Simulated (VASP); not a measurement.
# KBr (I4/mmm) in VASP: a series of runs

Runs on KBr. Level: r2SCAN. Tasks: single point.

Everything below comes from runs of VASP 6.6.1. Logs are shortened: lines on timing, memory, paths and dates and some standing lists are left out, and cuts for length are marked.

## 1. The cell of the first run

Symmetry: I4/mmm, No. 139, tetragonal system. The conventional cell has a = 4.284 Å, b = 4.284 Å, c = 7.112 Å, α = 90.00°, β = 90.00°, γ = 90.00°. Within 4.0 Å of K (site symmetry 4/mmm) lie 6 Br at 3.03 to 3.56 Å. Within 4.0 Å of Br (site symmetry 4/mmm) lie 6 K at 3.03 to 3.56 Å.

## 2. Single point, r2SCAN (strain -0.080 along x and y, +0.080 along z)

POSCAR

```
KBr
1.0
    0.0000000000      3.0291000000      3.5559000000
    3.0291000000      0.0000000000      3.5559000000
    3.0291000000      3.0291000000      0.0000000000
K Br
1 1
Direct
    0.0000000000      0.0000000000      0.0000000000
    0.5000000000      0.5000000000      0.5000000000
```

INCAR.step1

```
  PREC = Accurate
  ENCUT = 520
  ISMEAR = 0
  SIGMA = 0.05
  LREAL = False
  LASPH = True
  NELM = 80
  NBANDS = 15
  GGA = PE
  ALGO = Normal
  EDIFF = 1E-4
  LWAVE = True
  LCHARG = False
```

INCAR.step2

```
  PREC = Accurate
  ENCUT = 520
  EDIFF = 1E-6
  ISMEAR = 0
  SIGMA = 0.05
  LREAL = False
  LASPH = True
  NELM = 80
  ALGO = Normal
  ISIF = 2
  LWAVE = False
  LCHARG = False
  METAGGA = R2SCAN
  LMIXTAU = True
  NBANDS = 15
  ISTART = 1
```

KPOINTS

```
regular mesh
0
Gamma
  6 6 6
```

Potentials or basis: VASP PAW PBE potentials, release 64 (K_sv, Br).

Launch:

```
> cat potpaw_PBE.64/K_sv/POTCAR potpaw_PBE.64/Br/POTCAR > POTCAR
> cp INCAR.step1 INCAR
> mpirun -np 1 vasp_std > vasp.out
> cp INCAR.step2 INCAR
> mpirun -np 1 vasp_std > vasp.out
```

OUTCAR:

```text
PREC = Accurate
   ENCUT = 520
   EDIFF = 1E-6
   ISMEAR = 0
   LREAL = False
   LASPH = True
   NELM = 80
   ISIF = 2
   METAGGA = R2SCAN
   ISTART = 1

 ion  position               nearest neighbor table
   1  0.000  0.000  0.000-   2 3.03   2 3.03   2 3.03   2 3.03
   2  0.500  0.500  0.500-   1 3.03   1 3.03   1 3.03   1 3.03

  LATTYP: Found a body centered tetragonal cell.
 ALAT       =     4.2837943018
 C/A-ratio  =     1.6601637471

  Lattice vectors:

 A1 = (  -3.0291000000,   0.0000000000,   3.5559000000)
 A2 = (   3.0291000000,   0.0000000000,   3.5559000000)
 A3 = (   0.0000000000,   3.0291000000,  -3.5559000000)

Analysis of symmetry for initial positions (statically):
=====================================================================
 Subroutine PRICEL returns:
 Original cell was already a primitive cell.

 Routine SETGRP: Setting up the symmetry group for a
 body centered tetragonal supercell.

 Subroutine GETGRP returns: Found 16 space group operations
 (whereof 16 operations were pure point group operations)
 out of a pool of 16 trial point group operations.

The static configuration has the point symmetry D_4h.

Analysis of symmetry for dynamics (positions and initial velocities):
=====================================================================
 Subroutine PRICEL returns:
 Original cell was already a primitive cell.

 Routine SETGRP: Setting up the symmetry group for a
 body centered tetragonal supercell.

 Subroutine GETGRP returns: Found 16 space group operations
 (whereof 16 operations were pure point group operations)
 out of a pool of 16 trial point group operations.

The dynamic configuration has the point symmetry D_4h.

 Subroutine INISYM returns: Found 16 space group operations
 (whereof 16 operations are pure point group operations),
 and found     1 'primitive' translations

----------------------------------------------------------------------------------------

                                     Primitive cell

  volume of cell :      65.2539

  direct lattice vectors                    reciprocal lattice vectors
     0.000000000  3.029100000  3.555900000    -0.165065531  0.165065531  0.140611378
     3.029100000  0.000000000  3.555900000     0.165065531 -0.165065531  0.140611378
     3.029100000  3.029100000  0.000000000     0.165065531  0.165065531 -0.140611378

  length of vectors
     4.671174544  4.671174544  4.283794302     0.272515722  0.272515722  0.272515722

  position of ions in fractional coordinates (direct lattice)
     0.000000000  0.000000000  0.000000000
     0.500000000  0.500000000  0.500000000
[... 83 lines left out ...]
   ISIF   =      2    stress and relaxation
   ISYM   =      2    0-nonsym 1-usesym 2-fastsym
   POTIM  = 0.5000    time-step for ionic-motion
   TEBEG  =    0.0;   TEEND  =   0.0 temperature during run
   PSTRESS=    0.0 pullay stress
   NELECT =      16.0000    total number of electrons
   NUPDOWN=      -1.0000    fix difference up-down
   EMIN   =  10.00;   EMAX   =-10.00  energy-range for DOS
   EFERMI =   0.00;   METHOD = LEGACY
   ISMEAR =     0;   SIGMA  =   0.05  broadening in eV -4-tet -1-fermi 0-gaus
   EFERMI_NEDOS =   21; number of points for ismear=-14 and -15
   IALGO  =     38    algorithm
   IMIX   =      4    mixing-type and parameters
     AMIX     =   0.40;   BMIX     =  1.00
     AMIX_MAG =   1.60;   BMIX_MAG =  1.00
  volume/ion in A,a.u.               =      32.63       220.18
  Fermi-wavevector in a.u.,A,eV,Ry     =   1.024659  1.936324 14.285104  1.049925
  Thomas-Fermi vector in A             =   2.158458
   LORBIT       =      0    0 simple, 1 ext, 2 COOP (PROOUT), +10 PAW based schemes
   METAGGA = R2SCAN    functional components
   LHFCALC =     F    Hartree Fock is set to
   AEXX    =    0.0000 exact exchange contribution
   IVDW    =     0    specifies the selected vdW correction
   LEPSILON=     F    determine dielectric tensor
   LRPA    =     F    only Hartree local field effects (RPA)
 non-spin polarized calculation
 Gauss-broadening in eV      SIGMA  =   0.05
  energy-cutoff  :      520.00
  volume of cell :       65.25
 maximum number of plane-waves:      1774
   NGX = 17   NGY = 17   NGZ = 15

 number of electron      16.0000001 magnetization

 Free energy of the ion-electron system (eV)
  ---------------------------------------------------
  ext. energy  EPLUGINS =         0.00000000
  ---------------------------------------------------
  free energy    TOTEN  =       -23.03554917 eV

  energy without entropy =      -23.03554917  energy(sigma->0) =      -23.03554917

 E-fermi :  -1.3116     XC(G=0):  -8.1363

 val. band max:       -1.6589648099   @ k =   0.0000   0.0000   0.0000
 cond. band min:       3.5106161104   @ k =   0.0000   0.0000   0.0000
 fundamental gap:      5.1695809203
 Fermi energy:        -1.3116299995

 k-point     1 :       0.0000    0.0000    0.0000
  band No.  band energies     occupation
      1     -30.3726      2.00000
      2     -14.6253      2.00000
      3     -13.1115      2.00000
      4     -13.1036      2.00000
      5     -13.1036      2.00000
      6      -1.8400      2.00000
      7      -1.6590      2.00000
      8      -1.6590      2.00000
      9       3.5106      0.00000
     10       5.8484      0.00000
     11       6.9185      0.00000
     12       6.9185      0.00000
     13       7.4101      0.00000
     14       7.9059      0.00000
[... 401 lines left out ...]
      2     -14.6204      2.00000
      3     -13.2012      2.00000
      4     -13.1429      2.00000
      5     -13.0560      2.00000
      6      -2.5990      2.00000
      7      -2.2428      2.00000
      8      -2.1338      2.00000
      9       4.9613      0.00000
     10       6.7117      0.00000
     11       8.2456      0.00000
     12       9.1631      0.00000
     13       9.3616      0.00000
     14       9.9010      0.00000
     15      10.6962      0.00000

 [... further k-points ...]
[... 5 lines left out ...]
  --------------------------------------------------------------------------------------
  -------------------------------------------------------------------------------------
  Total        2.5056344      2.5056344     -0.5415534      0.0000000     -0.0000000      0.0000000
  in kB       61.5207357     61.5207357    -13.2967391      0.0000000     -0.0000000      0.0000000
  external PRESSURE =      36.5815775 kB  Pullay stress =       0.0000000 kB

 VOLUME and BASIS-vectors are now :
 -----------------------------------------------------------------------------
  energy-cutoff  :      520.00
  volume of cell :       65.25
      direct lattice vectors                 reciprocal lattice vectors
     0.000000000  3.029100000  3.555900000    -0.165065531  0.165065531  0.140611378
     3.029100000  0.000000000  3.555900000     0.165065531 -0.165065531  0.140611378
     3.029100000  3.029100000  0.000000000     0.165065531  0.165065531 -0.140611378

 POSITION                                       TOTAL-FORCE (eV/Angst)
 -----------------------------------------------------------------------------------
      0.00000      0.00000      0.00000         0.000000      0.000000     -0.000000
      3.02910      3.02910      3.55590        -0.000000     -0.000000      0.000000
 -----------------------------------------------------------------------------------
    total drift:                                0.000000      0.000000      0.000000

  FREE ENERGIE OF THE ION-ELECTRON SYSTEM (eV)
  ---------------------------------------------------
  free  energy   TOTEN  =       -23.0355491664 eV

  energy  without entropy=      -23.0355491664  energy(sigma->0) =      -23.03554917
```

It took 47 s on 1 thread of Intel Xeon 6975P-C (Granite Rapids), shared host; peak memory 0.21 GiB.

Results:

| Quantity | Value |
| --- | --- |
| Free energy | -23.0355 eV |
| Pressure | 3.7 GPa |
| Band gap on the k mesh | 5.17 eV, direct |

Stress tensor (GPa, compression positive):
```
 6.15  0.00  0.00
 0.00  6.15  0.00
 0.00  0.00 -1.33
```

Levels at points of the mesh, in eV from the valence-band top:
```tsv
k point	band 6	band 7	band 8	band 9	band 10	band 11
(0.00, 0.00, 0.00)	-0.18	0.00	0.00	5.17	7.51	8.58
(0.50, 0.00, 0.00)	-1.48	-0.56	-0.49	7.20	9.02	10.61
(0.50, 0.50, 0.00)	-1.15	-0.20	-0.20	6.29	8.47	10.01
(0.50, 0.00, 0.50)	-0.87	-0.47	-0.44	6.13	8.33	10.54
```

Caveat: the cell differs from its parent crystal (strain -0.080 along x and y, +0.080 along z); the PAW data sets were made with another functional, which shifts forces and pressure a little.

## 3. Single point, r2SCAN (strain +0.000 along x and y, -0.080 along z)

POSCAR

```
KBr
1.0
    0.0000000000      3.2925000000      3.0291000000
    3.2925000000      0.0000000000      3.0291000000
    3.2925000000      3.2925000000      0.0000000000
K Br
1 1
Direct
    0.0000000000      0.0000000000      0.0000000000
    0.5000000000      0.5000000000      0.5000000000
```

INCAR.step1

```
SYSTEM = KBr
PREC = Accurate
ENCUT = 520
ISMEAR = 0
SIGMA = 0.05
LREAL = .False.
LASPH = .True.
NELM = 100
NBANDS = 15
GGA = PE
ALGO = Normal
EDIFF = 1E-4
LWAVE = .True.
LCHARG = .False.
```

INCAR.step2

```
SYSTEM = KBr
PREC = Accurate
ENCUT = 520
EDIFF = 1E-7
ISMEAR = 0
SIGMA = 0.05
LREAL = .False.
LASPH = .True.
NELM = 100
ALGO = Normal
ISIF = 2
LWAVE = .False.
LCHARG = .False.
METAGGA = R2SCAN
LMIXTAU = .True.
NBANDS = 15
ISTART = 1
```

KPOINTS

```
Automatic mesh
0
Gamma
  6 6 6
  0 0 0
```

Potentials or basis: VASP PAW PBE potentials, release 64 (K_sv, Br).

Launch:

```
> cat potpaw_PBE.64/K_sv/POTCAR potpaw_PBE.64/Br/POTCAR > POTCAR
> cp INCAR.step1 INCAR
> mpirun -np 1 vasp_std > vasp.out
> cp INCAR.step2 INCAR
> mpirun -np 1 vasp_std > vasp.out
```

OUTCAR:

```text
SYSTEM = KBr
   PREC = Accurate
   ENCUT = 520
   EDIFF = 1E-7
   ISMEAR = 0
   LREAL = .False.
   LASPH = .True.
   NELM = 100
   ISIF = 2
   METAGGA = R2SCAN
   ISTART = 1

 ion  position               nearest neighbor table
   1  0.000  0.000  0.000-   2 3.03   2 3.03   2 3.29   2 3.29   2 3.29   2 3.29
   2  0.500  0.500  0.500-   1 3.03   1 3.03   1 3.29   1 3.29   1 3.29   1 3.29

  LATTYP: Found a body centered tetragonal cell.
 ALAT       =     4.6562981541
 C/A-ratio  =     1.3010764774

  Lattice vectors:

 A1 = (   0.0000000000,  -3.2925000000,  -3.0291000000)
 A2 = (   0.0000000000,   3.2925000000,  -3.0291000000)
[... 611 lines left out ...]
     12       8.8835      0.00000
     13       9.1185      0.00000
     14       9.7614      0.00000
     15      10.1906      0.00000

 [... further k-points ...]
[... 5 lines left out ...]
  --------------------------------------------------------------------------------------
  -------------------------------------------------------------------------------------
  Total        0.2486650      0.2486650      2.4626561      0.0000000      0.0000000      0.0000000
  in kB        6.0663854      6.0663854     60.0785121      0.0000000      0.0000000      0.0000000
  external PRESSURE =      24.0704276 kB  Pullay stress =       0.0000000 kB

 VOLUME and BASIS-vectors are now :
 -----------------------------------------------------------------------------
  energy-cutoff  :      520.00
  volume of cell :       65.67
      direct lattice vectors                 reciprocal lattice vectors
     0.000000000  3.292500000  3.029100000    -0.151860289  0.151860289  0.165065531
     3.292500000  0.000000000  3.029100000     0.151860289 -0.151860289  0.165065531
     3.292500000  3.292500000  0.000000000     0.151860289  0.151860289 -0.165065531

 POSITION                                       TOTAL-FORCE (eV/Angst)
 -----------------------------------------------------------------------------------
      0.00000      0.00000      0.00000        -0.000000     -0.000000     -0.000000
      3.29250      3.29250      3.02910         0.000000      0.000000      0.000000
 -----------------------------------------------------------------------------------
    total drift:                                0.000000      0.000000      0.000000

  FREE ENERGIE OF THE ION-ELECTRON SYSTEM (eV)
  ---------------------------------------------------
  free  energy   TOTEN  =       -23.1542352605 eV

  energy  without entropy=      -23.1542352605  energy(sigma->0) =      -23.15423526
```

OUTCAR.step1:

```text
SYSTEM = KBr
   PREC = Accurate
   ENCUT = 520
   ISMEAR = 0
   LREAL = .False.
   LASPH = .True.
[... 655 lines left out ...]
      0.00000      0.00000      0.00000         0.000000      0.000000      0.000000
      3.29250      3.29250      3.02910         0.000000      0.000000      0.000000
 -----------------------------------------------------------------------------------
    total drift:                                0.000000      0.000000      0.000000

  FREE ENERGIE OF THE ION-ELECTRON SYSTEM (eV)
  ---------------------------------------------------
  free  energy   TOTEN  =        -6.0968124215 eV

  energy  without entropy=       -6.0968124215  energy(sigma->0) =       -6.09681242
```

It took 62 s on 1 thread of Intel Xeon 6975P-C (Granite Rapids), shared host; peak memory 0.22 GiB.

What came out:

- Free energy: -23.1542 eV
- Pressure: 2.4 GPa
- Band gap on the k mesh: 5.24 eV, direct

Caveat: the cell differs from its parent crystal (strain +0.000 along x and y, -0.080 along z); the PAW data sets were made with another functional, which shifts forces and pressure a little.

## 4. Single point, r2SCAN (strain -0.040 along x and y, +0.040 along z)

POSCAR

```
KBr
1.0
    0.0000000000      3.1608000000      3.4242000000
    3.1608000000      0.0000000000      3.4242000000
    3.1608000000      3.1608000000      0.0000000000
K Br
1 1
Direct
    0.0000000000      0.0000000000      0.0000000000
    0.5000000000      0.5000000000      0.5000000000
```

INCAR.step1

```
SYSTEM = KBr
ALGO = Normal
EDIFF = 1E-4
ENCUT = 520
GGA = PE
ISMEAR = 0
LASPH = .TRUE.
LCHARG = .FALSE.
LREAL = .FALSE.
LWAVE = .TRUE.
NBANDS = 15
NELM = 60
PREC = Accurate
SIGMA = 0.05
```

INCAR.step2

```
SYSTEM = KBr
ALGO = Normal
EDIFF = 1E-6
ENCUT = 520
ISIF = 2
ISMEAR = 0
ISTART = 1
LASPH = .TRUE.
LCHARG = .TRUE.
LELF = .TRUE.
LMIXTAU = .TRUE.
LREAL = .FALSE.
LVHAR = .TRUE.
LWAVE = .FALSE.
METAGGA = R2SCAN
NBANDS = 15
NELM = 60
PREC = Accurate
SIGMA = 0.05
```

KPOINTS

```
k-points
0
G
  6 6 6
  0 0 0
```

Launch:

```
> cat potpaw_PBE.64/K_sv/POTCAR potpaw_PBE.64/Br/POTCAR > POTCAR
> cp INCAR.step1 INCAR
> mpirun -np 1 vasp_std > vasp.out
> cp INCAR.step2 INCAR
> mpirun -np 1 vasp_std > vasp.out
```

Run time: 54 s. Hardware: 1 thread of Intel Xeon 6975P-C (Granite Rapids), shared host; peak memory 0.22 GiB.

Results (log left out):

```yaml
Free_energy: -23.1995 eV
Pressure: 1.3 GPa
Band_gap_on_the_k_mesh: 5.18 eV, direct
```

Stress tensor (GPa, compression positive):
```
 2.39  0.00  0.00
 0.00  2.39  0.00
 0.00  0.00 -0.80
```

Levels at points of the mesh, in eV from the valence-band top:
| k point | band 6 | band 7 | band 8 | band 9 | band 10 | band 11 |
| --- | --- | --- | --- | --- | --- | --- |
| (0.00, 0.00, 0.00) | -0.06 | 0.00 | 0.00 | 5.18 | 7.89 | 8.40 |
| (0.50, 0.00, 0.00) | -1.30 | -0.42 | -0.39 | 7.20 | 9.00 | 10.66 |
| (0.50, 0.50, 0.00) | -0.98 | -0.24 | -0.24 | 6.35 | 8.21 | 10.11 |
| (0.50, 0.00, 0.50) | -0.85 | -0.38 | -0.35 | 6.25 | 8.21 | 10.35 |

Caveat: the cell differs from its parent crystal (strain -0.040 along x and y, +0.040 along z); the PAW data sets were made with another functional, which shifts forces and pressure a little.

## 5. Summary

```tsv
cell	gap on the mesh (eV)	pressure (GPa)
a = 4.671, b = 4.671, c = 4.284 Å, angles 62.7, 62.7, 54.6°, 2 atoms	5.17	3.7
a = 4.474, b = 4.474, c = 4.656 Å, angles 58.6, 58.6, 62.7°, 2 atoms	5.24	2.4
a = 4.660, b = 4.660, c = 4.470 Å, angles 61.3, 61.3, 57.3°, 2 atoms	5.18	1.3
```

Alike in all rows: task single point; level r2SCAN; potentials or basis VASP PAW PBE potentials, release 64 (K_sv, Br); no spin polarisation; k mesh 6 × 6 × 6; cutoff (eV) 520; smearing gaussian 0.05 eV.

Caveats: the PAW data sets were made with another functional, which shifts forces and pressure a little.

Absolute energies hang on the potentials; compare differences alone.
